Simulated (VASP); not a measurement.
A run of VASP 6.6.1:

File INCAR:

```
PREC = Accurate
ENCUT = 520
EDIFF = 1E-6
ISMEAR = -1
SIGMA = 0.1
LREAL = False
LASPH = True
NELM = 150
ALGO = Normal
ISIF = 2
LWAVE = False
LCHARG = False
LMAXMIX = 4
LDAU = True
LDAUTYPE = 2
LDAUL = 2 -1
LDAUU = 1 0
LDAUJ = 0 0
LDAUPRINT = 1
GGA = PS
NBANDS = 30
```

KPOINTS

```
regular mesh
0
Gamma
  10 10 10
```

Contents of POSCAR:

```
Cu3Pd
1.0
    3.6562233637      0.0000000000      0.0000000000
    0.0000000000      3.6562233637      0.0000000000
    0.0000000000      0.0000000000      3.6562233637
Cu Pd
3 1
Direct
    0.0000000000      0.5000000000      0.5000000000
    0.5000000000      0.0000000000      0.5000000000
    0.5000000000      0.5000000000      0.0000000000
    0.0000000000      0.0000000000      0.0000000000
```

Potentials or basis: VASP PAW PBE potentials, release 64 (Cu, Pd).

Launch:

```sh
$ cat potpaw_PBE.64/Cu/POTCAR potpaw_PBE.64/Pd/POTCAR > POTCAR
$ mpirun -np 1 vasp_std > vasp.out
```

Hardware: 1 thread of AMD EPYC 7571, on a shared host.

How long does it take, and how much memory?

It took 2.6 min on 1 thread of AMD EPYC 7571, with other jobs on the host, peak memory 0.17 GiB. Counts: scf iterations 15, k points 56.
